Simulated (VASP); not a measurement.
# SnTe (I4/mmm) in VASP: notebook

SnTe is run at these levels: PBEsol; tasks: single point.

Everything below comes from runs of VASP 6.6.1. Logs are shortened: lines on timing, memory, paths and dates and some standing lists are left out, and cuts for length are marked.

**1. The cell of the first run**

Symmetry: I4/mmm, No. 139, tetragonal system. The conventional cell has a = 4.464 Å, b = 4.464 Å, c = 6.187 Å, α = 90.00°, β = 90.00°, γ = 90.00°. Within 4.1 Å of Sn (site symmetry 4/mmm) lie 6 Te at 3.09 to 3.16 Å. Within 4.1 Å of Te (site symmetry 4/mmm) lie 6 Sn at 3.09 to 3.16 Å.

**2. Single point, PBEsol (strain -0.0200 x Voigt [0, 1, 0, 0, 0, 0])**

INCAR reads:

```
SYSTEM = SnTe
PREC = Accurate ; ENCUT = 520
EDIFF = 1E-6 ; ISMEAR = 0
SIGMA = 0.03 ; LREAL = .FALSE.
LASPH = .TRUE. ; NELM = 80
ALGO = Normal ; ISIF = 2
LWAVE = .FALSE. ; LCHARG = .FALSE.
GGA = PS ; NBANDS = 17
```

KPOINTS reads:

```
Automatic mesh
0
G
  10 10 10
  0 0 0
```

POSCAR reads:

```
SnTe
1.0
    0.0000000000      3.0933700000      3.1565000000
    3.1565000000      0.0000000000      3.1565000000
    3.1565000000      3.0933700000      0.0000000000
Sn Te
1 1
Direct
    0.0000000000      0.0000000000      0.0000000000
    0.5000000000      0.5000000000      0.5000000000
```

Potentials or basis: VASP PAW PBE potentials, release 64 (Sn_d, Te).

Started as:

```console
$ cat potpaw_PBE.64/Sn_d/POTCAR potpaw_PBE.64/Te/POTCAR > POTCAR
$ mpirun -np 1 vasp_std > vasp.out
```

OUTCAR:

```text
SYSTEM = SnTe
   PREC = Accurate
   ENCUT = 520
   EDIFF = 1E-6
   ISMEAR = 0
   LREAL = .FALSE.
   LASPH = .TRUE.
   NELM = 80
   ISIF = 2
   GGA = PS

 ion  position               nearest neighbor table
   1  0.000  0.000  0.000-   2 3.09   2 3.09   2 3.16   2 3.16   2 3.16   2 3.16
   2  0.500  0.500  0.500-   1 3.09   1 3.09   1 3.16   1 3.16   1 3.16   1 3.16

  LATTYP: Found a body centered tetragonal cell.
 ALAT       =     4.4639651096
 C/A-ratio  =     1.3859292911

  Lattice vectors:

 A1 = (   0.0000000000,  -3.0933700000,   3.1565000000)
 A2 = (   0.0000000000,  -3.0933700000,  -3.1565000000)
 A3 = (   3.1565000000,   3.0933700000,   0.0000000000)

Analysis of symmetry for initial positions (statically):
=====================================================================
 Subroutine PRICEL returns:
 Original cell was already a primitive cell.

 Routine SETGRP: Setting up the symmetry group for a
 body centered tetragonal supercell.

 Subroutine GETGRP returns: Found 16 space group operations
 (whereof 16 operations were pure point group operations)
 out of a pool of 16 trial point group operations.

The static configuration has the point symmetry D_4h.

Analysis of symmetry for dynamics (positions and initial velocities):
=====================================================================
 Subroutine PRICEL returns:
 Original cell was already a primitive cell.

 Routine SETGRP: Setting up the symmetry group for a
 body centered tetragonal supercell.

 Subroutine GETGRP returns: Found 16 space group operations
 (whereof 16 operations were pure point group operations)
 out of a pool of 16 trial point group operations.

The dynamic configuration has the point symmetry D_4h.

 Subroutine INISYM returns: Found 16 space group operations
 (whereof 16 operations are pure point group operations),
 and found     1 'primitive' translations

----------------------------------------------------------------------------------------

                                     Primitive cell

  volume of cell :      61.6415

  direct lattice vectors                    reciprocal lattice vectors
     0.000000000  3.093370000  3.156500000    -0.158403295  0.161636015  0.158403295
     3.156500000  0.000000000  3.156500000     0.158403295 -0.161636015  0.158403295
     3.156500000  3.093370000  0.000000000     0.158403295  0.161636015 -0.158403295

  length of vectors
     4.419550906  4.463965110  4.419550906     0.276241577  0.276241577  0.276241577

  position of ions in fractional coordinates (direct lattice)
     0.000000000  0.000000000  0.000000000
     0.500000000  0.500000000  0.500000000

  ion indices of the primitive-cell ions
   primitive index   ion index
                 1           1
                 2           2

----------------------------------------------------------------------------------------

 KPOINTS: Automatic mesh

Automatic generation of k-mesh.
 Grid dimensions read from file:
 generate k-points for:   10   10   10

 Generating k-lattice:

  Cartesian coordinates                     Fractional coordinates (reciprocal lattice)
    -0.015840329  0.016163602  0.015840329     0.100000000  0.000000000  0.000000000
     0.015840329 -0.016163602  0.015840329    -0.000000000  0.100000000 -0.000000000
     0.015840329  0.016163602 -0.015840329     0.000000000  0.000000000  0.100000000

  Length of vectors
     0.027624158  0.027624158  0.027624158

  Shift w.r.t. Gamma in fractional coordinates (k-lattice)
     0.000000000  0.000000000  0.000000000

 Subroutine IBZKPT returns following result:
 ===========================================

 Found    102 irreducible k-points:

 Following reciprocal coordinates:
            Coordinates               Weight
  0.000000  0.000000  0.000000      1.000000
  0.100000  0.000000  0.000000      8.000000
  0.200000  0.000000  0.000000      8.000000
  0.300000  0.000000 -0.000000      8.000000
  0.400000  0.000000  0.000000      8.000000
  0.500000  0.000000  0.000000      4.000000
[... 16 lines left out ...]
  0.300000  0.300000  0.000000      4.000000
  0.400000  0.300000  0.000000     16.000000
 [... further k-points ...]
   k-points           NKPTS =    102   k-points in BZ     NKDIM =    102   number of bands    NBANDS=     17
   number of dos      NEDOS =    301   number of ions     NIONS =      2
   total plane-waves  NPLWV =  46656
   dimension x,y,z NGX =    36 NGY =   36 NGZ =   36
   dimension x,y,z NGXF=    72 NGYF=   72 NGZF=   72
   ions per type =               1   1
   NGX,Y,Z   is equivalent  to a cutoff of  13.54, 13.41, 13.54 a.u.
   NGXF,Y,Z  is equivalent  to a cutoff of  27.08, 26.81, 27.08 a.u.
 SYSTEM =  SnTe
   PREC   = accura    normal or accurate (medium, high low for compatibility)
   ISTART =      0    job   : 0-new  1-cont  2-samecut
   ICHARG =      2    charge: 1-file 2-atom 10-const
   ISPIN  =      1    spin polarized calculation?
   LNONCOLLINEAR =      F non collinear calculations
   LSORBIT =      F    spin-orbit coupling
   LASPH  =      T    aspherical Exc in radial PAW
   ENCUT  =  520.0 eV  38.22 Ry    6.18 a.u.   8.22  8.30  8.22*2*pi/ulx,y,z
   NELM   =     80;   NELMIN=  2; NELMDL= -5     # of ELM steps
   EDIFF  = 0.1E-05   stopping-criterion for ELM
   LREAL  =      F    real-space projection
   EDIFFG = 0.1E-04   stopping-criterion for IOM
   NSW    =      0    number of steps for IOM
   IBRION =     -1    ionic relax: 0-MD 1-quasi-New 2-CG
   NFREE  =      0    steps in history (QN), initial steepest desc. (CG)
   ISIF   =      2    stress and relaxation
   ISYM   =      2    0-nonsym 1-usesym 2-fastsym
   POTIM  = 0.5000    time-step for ionic-motion
   TEBEG  =    0.0;   TEEND  =   0.0 temperature during run
   PSTRESS=    0.0 pullay stress
   NELECT =      20.0000    total number of electrons
   NUPDOWN=      -1.0000    fix difference up-down
   EMIN   =  10.00;   EMAX   =-10.00  energy-range for DOS
   EFERMI =   0.00;   METHOD = LEGACY
   ISMEAR =     0;   SIGMA  =   0.03  broadening in eV -4-tet -1-fermi 0-gaus
   EFERMI_NEDOS =   21; number of points for ismear=-14 and -15
   IALGO  =     38    algorithm
   IMIX   =      4    mixing-type and parameters
     AMIX     =   0.40;   BMIX     =  1.00
     AMIX_MAG =   1.60;   BMIX_MAG =  1.00
  volume/ion in A,a.u.               =      30.82       207.99
  Fermi-wavevector in a.u.,A,eV,Ry     =   1.124934  2.125817 17.217851  1.265476
  Thomas-Fermi vector in A             =   2.261608
   LORBIT       =      0    0 simple, 1 ext, 2 COOP (PROOUT), +10 PAW based schemes
   GGA     = PS    functional components
   LHFCALC =     F    Hartree Fock is set to
   AEXX    =    0.0000 exact exchange contribution
   IVDW    =     0    specifies the selected vdW correction
   LEPSILON=     F    determine dielectric tensor
   LRPA    =     F    only Hartree local field effects (RPA)
 non-spin polarized calculation
 Gauss-broadening in eV      SIGMA  =   0.03
  energy-cutoff  :      520.00
  volume of cell :       61.64
 maximum number of plane-waves:      1683
 NGX is ok and might be reduce to    36
   NGX = 17   NGY = 17   NGZ = 17

 number of electron      19.9999996 magnetization

 Free energy of the ion-electron system (eV)
  ---------------------------------------------------
  ext. energy  EPLUGINS =         0.00000000
  ---------------------------------------------------
  free energy    TOTEN  =        -8.33079633 eV

  energy without entropy =       -8.33079633  energy(sigma->0) =       -8.33079633

 E-fermi :   7.0214     XC(G=0):  -9.7184

 val. band max:        6.9155215843   @ k =   0.5000   0.0000   0.0000
 cond. band min:       7.1270747845   @ k =   0.5000   0.0000   0.0000
 fundamental gap:      0.2115532003
 Fermi energy:         7.0213648154

 k-point     1 :       0.0000    0.0000    0.0000
  band No.  band energies     occupation
      1     -14.8004      2.00000
      2     -14.7946      2.00000
      3     -14.7928      2.00000
      4     -14.7879      2.00000
      5     -14.7879      2.00000
      6      -5.9423      2.00000
[... 9 lines left out ...]
     16      11.7782      0.00000
     17      13.6427      0.00000

 k-point     2 :       0.1000    0.0000    0.0000
  band No.  band energies     occupation
      1     -14.8007      2.00000
      2     -14.7951      2.00000
      3     -14.7924      2.00000
      4     -14.7875      2.00000
      5     -14.7872      2.00000
      6      -5.8555      2.00000
[... 9 lines left out ...]
     16      11.9414      0.00000
     17      14.4001      0.00000

 k-point     3 :       0.2000    0.0000    0.0000
  band No.  band energies     occupation
      1     -14.8018      2.00000
      2     -14.7967      2.00000
      3     -14.7913      2.00000
      4     -14.7864      2.00000
      5     -14.7855      2.00000
      6      -5.6043      2.00000
[... 9 lines left out ...]
     16      12.5081      0.00000
     17      15.8062      0.00000

 k-point     4 :       0.3000    0.0000   -0.0000
  band No.  band energies     occupation
      1     -14.8033      2.00000
      2     -14.7989      2.00000
      3     -14.7902      2.00000
      4     -14.7846      2.00000
      5     -14.7830      2.00000
      6      -5.2247      2.00000
[... 9 lines left out ...]
     16      13.4223      0.00000
     17      17.5654      0.00000
[... 343 lines left out ...]
      1     -14.8033      2.00000
      2     -14.7992      2.00000
      3     -14.7906      2.00000
      4     -14.7844      2.00000
      5     -14.7820      2.00000
      6      -5.0945      2.00000
[... 9 lines left out ...]
     16      14.9321      0.00000
     17      15.5069      0.00000

 k-point    23 :       0.3000    0.3000    0.0000
  band No.  band energies     occupation
      1     -14.8108      2.00000
      2     -14.7926      2.00000
      3     -14.7906      2.00000
      4     -14.7860      2.00000
      5     -14.7797      2.00000
      6      -5.0274      2.00000
[... 9 lines left out ...]
     16      15.4298      0.00000
     17      15.5814      0.00000

 k-point    24 :       0.4000    0.3000    0.0000
  band No.  band energies     occupation
      1     -14.8129      2.00000
      2     -14.7929      2.00000
      3     -14.7904      2.00000
      4     -14.7846      2.00000
      5     -14.7781      2.00000
      6      -4.7385      2.00000
[... 9 lines left out ...]
     16      16.2641      0.00000
     17      16.6553      0.00000

 [... further k-points ...]

------------------------ aborting loop because EDIFF is reached ----------------------------------------

  FORCE on cell =-STRESS in cart. coord.  units (eV):
  Direction    XX          YY          ZZ          XY          YZ          ZX
  --------------------------------------------------------------------------------------
  -------------------------------------------------------------------------------------
  Total       -0.2022762      0.9160843     -0.2022762      0.0000000     -0.0000000      0.0000000
  in kB       -5.2575324     23.8107219     -5.2575324      0.0000000     -0.0000000      0.0000000
  external PRESSURE =       4.4318857 kB  Pullay stress =       0.0000000 kB

 VOLUME and BASIS-vectors are now :
 -----------------------------------------------------------------------------
  energy-cutoff  :      520.00
  volume of cell :       61.64
      direct lattice vectors                 reciprocal lattice vectors
     0.000000000  3.093370000  3.156500000    -0.158403295  0.161636015  0.158403295
     3.156500000  0.000000000  3.156500000     0.158403295 -0.161636015  0.158403295
     3.156500000  3.093370000  0.000000000     0.158403295  0.161636015 -0.158403295

 POSITION                                       TOTAL-FORCE (eV/Angst)
 -----------------------------------------------------------------------------------
      0.00000      0.00000      0.00000         0.000000      0.000000     -0.000000
      3.15650      3.09337      3.15650        -0.000000     -0.000000      0.000000
 -----------------------------------------------------------------------------------
    total drift:                               -0.000000      0.000000      0.000000

  FREE ENERGIE OF THE ION-ELECTRON SYSTEM (eV)
  ---------------------------------------------------
  free  energy   TOTEN  =        -8.3307963273 eV

  energy  without entropy=       -8.3307963268  energy(sigma->0) =       -8.33079633
```

It took 2.8 min on 1 thread of Intel Xeon 8259CL, shared host; peak memory 0.28 GiB.

What came out:

```
Free energy            : -8.3308 eV
Pressure               : 0.4 GPa
Band gap on the k mesh : 0.21 eV
```

Stress tensor (GPa, compression positive):
```
-0.53  0.00  0.00
 0.00  2.38  0.00
 0.00  0.00 -0.53
```

Caveat: the cell differs from its parent crystal (strain -0.0200 x Voigt [0, 1, 0, 0, 0, 0]); the PAW data sets were made with another functional, which shifts forces and pressure a little; spin-orbit coupling is left out, which moves the levels of the heavy elements.

[end of part 1 of 2]
